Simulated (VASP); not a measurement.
# Be2Te (P-3m1) in VASP: notebook, part 2 of 2

VASP 6.6.1. Earlier steps stand in the parts before.

### 4 Relaxation of cell and atoms, PBE

This run uses another cell than the first one, of 17.37 Å³/atom.

The input, INCAR:

```
PREC = Accurate
ENCUT = 600
EDIFF = 1E-6
ISMEAR = 0
SIGMA = 0.1
LREAL = False
LASPH = True
NELM = 60
ALGO = Normal
ISIF = 3
LWAVE = False
LCHARG = False
GGA = PE
IBRION = 2
NSW = 90
EDIFFG = -0.04
```

The input, KPOINTS:

```
regular mesh
0
Gamma
  6 6 4
```

The input, POSCAR:

```
Be2Te
1.0
    3.5250000000      0.0000000000      0.0000000000
   -1.7625000000      3.0527395500      0.0000000000
    0.0000000000      0.0000000000      4.8426267200
Be Te
2 1
Direct
    0.3333333300      0.6666666700      0.7001754500
    0.6666666700      0.3333333300      0.2998245500
    0.0000000000      0.0000000000      0.0000000000
```

Potentials or basis: VASP PAW PBE potentials, release 64 (Be, Te).

The run is started by

```sh
> cat potpaw_PBE.64/Be/POTCAR potpaw_PBE.64/Te/POTCAR > POTCAR
> mpirun -np 1 vasp_std > vasp.out
```

OUTCAR:

```text
PREC = Accurate
   ENCUT = 600
   EDIFF = 1E-6
   ISMEAR = 0
   LREAL = False
   LASPH = True
   NELM = 60
   ISIF = 3
   GGA = PE
   IBRION = 2
   NSW = 90
   EDIFFG = -0.04

 ion  position               nearest neighbor table
   1  0.333  0.667  0.700-   3 2.50   3 2.50   3 2.50
   2  0.667  0.333  0.300-   3 2.50   3 2.50   3 2.50
   3  0.000  0.000  0.000-   1 2.50   2 2.50   2 2.50   1 2.50   2 2.50   1 2.50

  LATTYP: Found a hexagonal cell.
 ALAT       =     3.5250000000
 C/A-ratio  =     1.3737948142

  Lattice vectors:

 A1 = (   3.5250000000,   0.0000000000,   0.0000000000)
 A2 = (  -1.7625000000,   3.0527395500,   0.0000000000)
 A3 = (   0.0000000000,   0.0000000000,   4.8426267200)

Analysis of symmetry for initial positions (statically):
[... 577 lines left out ...]
      9      12.6302      0.00000

[... ionic steps 4 to 9 ...]

--------------------------------------- Ionic step       10  -------------------------------------------

 number of electron      10.0000001 magnetization

------------------------ aborting loop because EDIFF is reached ----------------------------------------
[... 69 lines left out ...]
--------------------------------------- Ionic step       12  -------------------------------------------

 number of electron      10.0000001 magnetization

 Free energy of the ion-electron system (eV)
  ---------------------------------------------------
  ext. energy  EPLUGINS =         0.00000000
  ---------------------------------------------------
  free energy    TOTEN  =        -8.96522843 eV

  energy without entropy =       -8.95647675  energy(sigma->0) =       -8.96085259

 E-fermi :   7.4612     XC(G=0): -10.0221

 val. band max:        7.4388594641   @ k =   0.1667   0.1667   0.2500
 cond. band min:       7.5021029174   @ k =   0.3333   0.1667   0.2500
 fundamental gap:      0.0632434532
 Fermi energy:         7.4611761105

 k-point     1 :       0.0000    0.0000    0.0000
  band No.  band energies     occupation
      1      -6.4878      2.00000
      2       3.1826      2.00000
      3       4.3501      2.00000
      4       6.3564      2.00000
      5       6.3564      2.00000
      6       8.8408      0.00000
      7       8.8408      0.00000
      8      10.6841      0.00000
      9      13.2600      0.00000
[... 304 lines left out ...]
  FREE ENERGIE OF THE ION-ELECTRON SYSTEM (eV)
  ---------------------------------------------------
  free  energy   TOTEN  =        -8.9652284341 eV

  energy  without entropy=       -8.9564767493  energy(sigma->0) =       -8.96085259

 reached required accuracy - stopping structural energy minimisation
```

OSZICAR:

```text
N       E                     dE             d eps       ncg     rms          rms(c)
DAV:   1     0.229736365270E+02    0.22974E+02   -0.42261E+03   432   0.986E+02
DAV:   2    -0.721285428651E+01   -0.30186E+02   -0.28878E+02   569   0.123E+02
DAV:   3    -0.855479862303E+01   -0.13419E+01   -0.13164E+01   632   0.292E+01
[... 100 lines left out ...]
DAV:   2    -0.896531684846E+01    0.37037E-03   -0.96832E-04   503   0.221E-01    0.669E-02
DAV:   3    -0.896523480089E+01    0.82048E-04   -0.32187E-04   524   0.924E-02    0.229E-02
DAV:   4    -0.896523029755E+01    0.45033E-05   -0.12689E-05   510   0.273E-02    0.307E-02
DAV:   5    -0.896522862950E+01    0.16681E-05   -0.53076E-06   498   0.131E-02    0.122E-02
DAV:   6    -0.896522843408E+01    0.19542E-06   -0.58200E-07   226   0.500E-03
  12 F= -.89652284E+01 E0= -.89608526E+01  d E =-.584738E-03
```

Wall time 2.7 min (1 thread of Intel Xeon 8259CL, shared host); peak memory 0.2 GiB.

What came out:

| Quantity | Value |
| --- | --- |
| Free energy | -8.9652 eV |
| Relaxed volume | 16.03 Å³/atom |
| Relaxed cell | a = 3.703 Å, b = 3.703 Å, c = 4.049 Å, α = 90.00°, β = 90.00°, γ = 120.00° |
| Space group after relaxing (to 0.1 Å) | P-3m1 (No. 164) |
| Energy gained by relaxing | 138.5 meV/atom |
| Ionic steps | 12 |
| Pressure after relaxing | -0.1 GPa |
| Largest force after relaxing | 0.025 eV/Å |
| Band gap on the k mesh | zero (bands 5 and 6 overlap by 5.58 eV) |

Forces on the atoms (eV/Å):
```
Be   0.000  0.000 -0.025
Be   0.000  0.000  0.025
Te   0.000  0.000  0.000
```

The path:
```csv
step,energy change (eV),largest force (eV/Å),pressure (GPa),volume (Å³)
1,0.0000,0.8225,2.70,52.11
2,-0.1510,0.4896,-1.40,54.29
3,-0.1727,0.3462,-3.21,55.48
4,-0.2420,0.4142,-1.76,53.05
5,-0.3097,0.6537,5.11,45.99
6,-0.3184,0.5668,3.12,47.73
7,-0.3611,0.4704,2.39,47.40
8,-0.3688,0.2251,2.48,46.31
9,-0.3858,0.2583,2.26,46.72
10,-0.4135,0.0812,0.14,47.94
11,-0.4148,0.0346,-0.40,48.30
12,-0.4154,0.0248,-0.11,48.08
```

Final structure:
```
Be Te
1.0
     3.70300    0.00000    0.00000
    -1.85150    3.20689    0.00000
     0.00000    0.00000    4.04853
Be Te
2 1
Direct
  0.33333 0.66667 0.62780
  0.66667 0.33333 0.37220
  0.00000 0.00000 0.00000
```

Caveat: a cell axis changed by over 15 % at a fixed basis, so the end point is rough; spin-orbit coupling is left out, which moves the levels of the heavy elements.

### 5 Single point, PBE

This run uses another cell than the first one, of 16.14 Å³/atom.

The input, INCAR:

```
PREC     = Accurate       # precision mode
ENCUT    = 520            # plane-wave cutoff, eV
EDIFF    = 1E-6           # SCF threshold, eV
ISMEAR   = 0              # smearing method
SIGMA    = 0.1            # smearing width, eV
LREAL    = False          # projectors in reciprocal space
LASPH    = True           # aspherical terms in the spheres
NELM     = 100            # most SCF steps
ALGO     = Fast           # electronic algorithm
ISIF     = 2              # what is computed and relaxed
LWAVE    = False          # write WAVECAR
LCHARG   = False          # write CHGCAR
GGA      = PE             # functional
NBANDS   = 12             # bands
```

The input, KPOINTS:

```
regular mesh
0
Gamma
  15 15 12
```

The input, POSCAR:

```
Be2Te
1.0
    3.6591748720      0.0000000000      0.0000000000
   -1.8295874360      3.1689383961      0.0000000000
    0.0000000000      0.0000000000      4.1751566126
Be Te
2 1
Direct
    0.3333333333      0.6666666667      0.6414639619
    0.6666666667      0.3333333333      0.3585360381
    0.0000000000      0.0000000000      0.0000000000
```

The run is started by

```sh
> cat potpaw_PBE.64/Be/POTCAR potpaw_PBE.64/Te/POTCAR > POTCAR
> mpirun -np 1 vasp_std > vasp.out
```

Run time: 3.7 min. Hardware: 1 thread of Intel Xeon 8259CL, shared host; peak memory 0.29 GiB.

It converged, with:

| Property | Result |
| --- | --- |
| Free energy | -8.9473 eV |
| Pressure | 0.1 GPa |
| Largest force | 0.011 eV/Å |
| Band gap on the k mesh | zero (bands 5 and 6 overlap by 4.96 eV) |

Forces on the atoms (eV/Å):
```
Be   0.000  0.000 -0.011
Be   0.000  0.000  0.011
Te   0.000  0.000  0.000
```

Levels at points of the mesh, in eV from the Fermi level:
| k point | band 1 | band 2 | band 3 | band 4 | band 5 | band 6 | band 7 | band 8 | band 9 | band 10 |
| --- | --- | --- | --- | --- | --- | --- | --- | --- | --- | --- |
| (0.00, 0.00, 0.00) | -13.65 | -4.25 | -3.11 | -0.55 | -0.55 | 2.04 | 2.04 | 3.83 | 6.35 | 7.99 |
| (0.00, 0.00, 0.50) | -13.13 | -7.90 | -0.07 | -0.07 | 2.34 | 3.47 | 3.47 | 3.74 | 4.19 | 4.19 |

Caveat: spin-orbit coupling is left out, which moves the levels of the heavy elements.

### 6 Relaxation of cell and atoms, PBE

The input, INCAR:

```
SYSTEM = Be2Te
  PREC = Accurate
  ENCUT = 600
  EDIFF = 1E-7
  ISMEAR = 0
  SIGMA = 0.1
  LREAL = .FALSE.
  LASPH = .TRUE.
  NELM = 80
  ALGO = Fast
  ISIF = 3
  LWAVE = .FALSE.
  LCHARG = .FALSE.
  GGA = PE
  IBRION = 2
  NSW = 100
  EDIFFG = -0.01
```

The input, KPOINTS:

```
Automatic mesh
0
G
  15 15 12
  0 0 0
```

The input, POSCAR:

```
Be2Te
1.0
    3.7003111561      0.0000000000      0.0000000000
   -1.8501555781      3.2045634631      0.0000000000
    0.0000000000      0.0000000000      4.0412468842
Be Te
2 1
Direct
    0.3333333333      0.6666666667      0.6287444840
    0.6666666667      0.3333333333      0.3712555160
    0.0000000000      0.0000000000      0.0000000000
```

Potentials or basis: VASP PAW PBE potentials, release 64 (Be, Te).

The run is started by

```sh
> cat potpaw_PBE.64/Be/POTCAR potpaw_PBE.64/Te/POTCAR > POTCAR
> mpirun -np 1 vasp_std > vasp.out
```

OUTCAR:

```text
SYSTEM = Be2Te
   PREC = Accurate
   ENCUT = 600
   EDIFF = 1E-7
   ISMEAR = 0
   LREAL = .FALSE.
   LASPH = .TRUE.
   NELM = 80
   ISIF = 3
   GGA = PE
   IBRION = 2
   NSW = 100
   EDIFFG = -0.01

 ion  position               nearest neighbor table
   1  0.333  0.667  0.629-   2 2.38   2 2.38   2 2.38   3 2.61   3 2.61   3 2.61
   2  0.667  0.333  0.371-   1 2.38   1 2.38   1 2.38   3 2.61   3 2.61   3 2.61
   3  0.000  0.000  0.000-   1 2.61   2 2.61   2 2.61   1 2.61   2 2.61   1 2.61

  LATTYP: Found a hexagonal cell.
 ALAT       =     3.7003111561
 C/A-ratio  =     1.0921370430

  Lattice vectors:

 A1 = (   3.7003111561,   0.0000000000,   0.0000000000)
 A2 = (  -1.8501555781,   3.2045634631,   0.0000000000)
 A3 = (   0.0000000000,   0.0000000000,   4.0412468842)

Analysis of symmetry for initial positions (statically):
=====================================================================
[... 409 lines left out ...]
  band No.  band energies     occupation
      1      -6.5809      2.00000
      2       2.8123      2.00000
      3       3.9689      2.00000
      4       6.5746      2.00000
      5       6.5746      2.00000
      6       9.1480      0.00000
      7       9.1480      0.00000
      8      10.9810      0.00000
      9      13.4873      0.00000
[... 349 lines left out ...]
--------------------------------------- Ionic step        9  -------------------------------------------

 number of electron      10.0000000 magnetization

 Free energy of the ion-electron system (eV)
  ---------------------------------------------------
  ext. energy  EPLUGINS =         0.00000000
  ---------------------------------------------------
  free energy    TOTEN  =        -8.94735773 eV

  energy without entropy =       -8.94301799  energy(sigma->0) =       -8.94518786

 E-fermi :   7.0311     XC(G=0):  -9.9850

 val. band max:        7.0283770765   @ k =   0.2667   0.0667   0.1667
 cond. band min:       7.0399791493   @ k =   0.0000   0.4667   0.0833
 fundamental gap:      0.0116020728
 Fermi energy:         7.0310925031

 k-point     1 :       0.0000    0.0000    0.0000
  band No.  band energies     occupation
      1      -6.6090      2.00000
      2       2.7794      2.00000
      3       3.9196      2.00000
      4       6.4867      2.00000
      5       6.4867      2.00000
      6       9.0743      0.00000
      7       9.0743      0.00000
      8      10.8670      0.00000
      9      13.3864      0.00000
[... 306 lines left out ...]
  FREE ENERGIE OF THE ION-ELECTRON SYSTEM (eV)
  ---------------------------------------------------
  free  energy   TOTEN  =        -8.9473577332 eV

  energy  without entropy=       -8.9430179892  energy(sigma->0) =       -8.94518786

 reached required accuracy - stopping structural energy minimisation
```

CONTCAR:

```text
Be2Te
   1.00000000000000
     3.6598327439827663    0.0000000000006371    0.0000000000000000
    -1.8299163720402840    3.1695081299009558   -0.0000000000000000
     0.0000000000000000   -0.0000000000000000    4.1772096160916092
  Be              Te
     2     1
Direct
     0.3333333332999970    0.6666666667000030    0.6408564968670749
     0.6666666667000030    0.3333333332999970    0.3591435031329252
     0.0000000000000000    0.0000000000000000    0.0000000000000000

  0.00000000E+00  0.00000000E+00  0.00000000E+00
  0.00000000E+00  0.00000000E+00  0.00000000E+00
  0.00000000E+00  0.00000000E+00  0.00000000E+00
```

It took 13 min on 1 thread of Intel Xeon 8259CL, shared host; peak memory 0.34 GiB.

What came out:

```
Free energy                           : -8.9474 eV
Relaxed volume                        : 16.15 Å³/atom
Relaxed cell                          : a = 3.660 Å, b = 3.660 Å, c = 4.177 Å, α = 90.00°, β = 90.00°, γ = 120.00°
Space group after relaxing (to 0.1 Å) : P-3m1 (No. 164)
Energy gained by relaxing             : 6.9 meV/atom
Ionic steps                           : 9
Pressure after relaxing               : 0.0 GPa
Band gap on the k mesh                : zero (bands 5 and 6 overlap by 4.96 eV)
```

Forces in eV/Å, atoms in the order of the input:
```
Be   0.000  0.000  0.002
Be   0.000  0.000 -0.002
Te   0.000  0.000  0.000
```

Step by step:
```tsv
step	energy change (eV)	largest force (eV/Å)	pressure (GPa)	volume (Å³)
1	0.0000	0.0207	0.08	47.92
2	-0.0113	0.0991	0.04	47.97
3	-0.0136	0.1437	0.03	48.00
4	-0.0157	0.1224	0.07	48.03
5	-0.0197	0.0516	0.24	48.11
6	-0.0164	0.1083	0.76	48.27
7	-0.0204	0.0072	0.37	48.16
8	-0.0204	0.0028	-0.37	48.74
9	-0.0208	0.0023	-0.01	48.46
```

Final structure:
```xyz
3
Lattice="3.6598 0.0000 0.0000 -1.8299 3.1695 0.0000 0.0000 0.0000 4.1772" Properties=species:S:1:pos:R:3 pbc="T T T"
Be    0.0000    2.1130    2.6770
Be    1.8299    1.0565    1.5002
Te    0.0000    0.0000    0.0000
```

Levels at points of the mesh, in eV from the Fermi level:
| k point | band 3 | band 4 | band 5 | band 6 | band 7 | band 8 |
| --- | --- | --- | --- | --- | --- | --- |
| (0.00, 0.00, 0.00) | -3.11 | -0.54 | -0.54 | 2.04 | 2.04 | 3.84 |
| (0.00, 0.00, 0.50) | -0.06 | -0.06 | 2.34 | 3.46 | 3.46 | 3.74 |

Caveat: spin-orbit coupling is left out, which moves the levels of the heavy elements.

### 7 Overview

| task | cell | k mesh | cutoff (eV) | gap on the mesh (eV) | pressure (GPa) | relaxed volume (Å³/atom) | largest force (eV/Å) |
| --- | --- | --- | --- | --- | --- | --- | --- |
| single point | a = 3.700, b = 3.700, c = 4.041 Å, angles 90.0, 90.0, 120.0°, 3 atoms, atomic positions A | 6 × 6 × 4 | 520 | none | 0.1 | - | 0.05 |
| single point | a = 3.525, b = 3.525, c = 4.843 Å, angles 90.0, 90.0, 120.0°, 3 atoms, atomic positions B | 6 × 6 × 4 | 520 | none | 2.7 | - | 0.82 |
| relaxation of cell and atoms | relaxed from a = 3.525, b = 3.525, c = 4.843 Å, angles 90.0, 90.0, 120.0°, 3 atoms, atomic positions B | 6 × 6 × 4 | 600 | none | -0.1 | 16.03 | 0.02 |
| single point | a = 3.659, b = 3.659, c = 4.175 Å, angles 90.0, 90.0, 120.0°, 3 atoms, atomic positions C | 15 × 15 × 12 | 520 | none | 0.1 | - | 0.01 |
| relaxation of cell and atoms | relaxed from a = 3.700, b = 3.700, c = 4.041 Å, angles 90.0, 90.0, 120.0°, 3 atoms, atomic positions A | 15 × 15 × 12 | 600 | none | 0.0 | 16.15 | - |

Alike in all rows: level PBE; potentials or basis VASP PAW PBE potentials, release 64 (Be, Te); no spin polarisation; smearing gaussian 0.1 eV.

Caveats: some runs use coarse meshes; spin-orbit coupling is left out, which moves the levels of the heavy elements; a cell axis changed by over 15 % at a fixed basis, so the end point is rough (at least some runs).

Total energies depend on the potentials used, so only differences within one code and one set of settings carry meaning.
